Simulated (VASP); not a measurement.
A run of VASP 6.6.1 is set up as follows.

Contents of INCAR:

```
SYSTEM = Zn5CdO6
ALGO = Normal
EDIFF = 1E-6
ENCUT = 520
GGA = PE
ISIF = 2
ISMEAR = 0
LASPH = .TRUE.
LCHARG = .FALSE.
LREAL = .FALSE.
LWAVE = .FALSE.
NBANDS = 66
NELM = 80
PREC = Accurate
SIGMA = 0.1
```

KPOINTS

```
k-points
0
G
  6 6 2
  0 0 0
```

The input POSCAR:

```
Zn5CdO6
1.0
    3.3128702000      0.0000000000      0.0000000000
    0.0000000000      3.3128702000      0.0000000000
    0.0000000000      0.0000000000     14.1937599000
Zn Cd O
5 1 6
Direct
    0.0000000000      0.0000000000      0.6591390000
    0.5000000000      0.5000000000      0.8181850000
    0.5000000000      0.5000000000      0.1818150000
    0.0000000000      0.0000000000      0.3408610000
    0.5000000000      0.5000000000      0.5000000000
    0.0000000000      0.0000000000      0.0000000000
    0.5000000000      0.0000000000      0.7385580000
    0.0000000000      0.5000000000      0.8972570000
    0.5000000000      0.0000000000      0.1027430000
    0.0000000000      0.5000000000      0.2614420000
    0.5000000000      0.0000000000      0.4204640000
    0.0000000000      0.5000000000      0.5795360000
```

Potentials or basis: VASP PAW PBE potentials, release 64 (Zn, Cd, O).

Launch:

```sh
$ cat potpaw_PBE.64/Zn/POTCAR potpaw_PBE.64/Cd/POTCAR potpaw_PBE.64/O/POTCAR > POTCAR
$ mpirun -np 1 vasp_std > vasp.out
```

(1) Predict the pressure.

(2) Predict the largest force.

(3) Predict the band gap on the k mesh.

Answers

(1) 0.9 GPa.

(2) 0.046 eV/Å.

(3) 0.35 eV.

Caveat: semilocal functionals underestimate gaps, and a narrow one can read as zero.
